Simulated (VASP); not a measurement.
Crystal: BiB2N.

```xyz
4
Lattice="2.8283 0.0000 0.0000 0.0000 2.8283 0.0000 0.0000 0.0000 6.5261" Properties=species:S:1:pos:R:3 pbc="T T T"
N     0.0000    0.0000    0.0000
B     0.0000    1.4141    5.7554
B     1.4141    0.0000    0.7707
Bi    1.4141    1.4141    3.2630
```

Base run:

- Program: VASP 6.6.1
- Functional: PBE
- Potentials or basis: VASP PAW PBE potentials, release 64 (N, B, Bi_d)
- Cutoff: 520 eV
- k mesh: 10 × 10 × 4
- Occupations: fermi-dirac, width 0.02 eV
- Spin: non-collinear spin, zero start, spin-orbit coupling
- Starting moments: [[0.0, 0.0, 0.0], [0.0, 0.0, 0.0], [0.0, 0.0, 0.0], [0.0, 0.0, 0.0]] μB

Its results: pressure 2.2 GPa; largest force 0.143 eV/Å.

Question: The run is repeated on the same cell with these changes: spin from non-collinear spin, zero start, spin-orbit coupling to no spin polarisation; further incar settings from ALGO = Normal; EDIFF = 1e-06; NBANDS = 40 to ALGO = Normal; EDIFF = 1e-06; NBANDS = 21. What comes out?

Answer: Pressure 1.6 GPa; largest force 0.186 eV/Å.
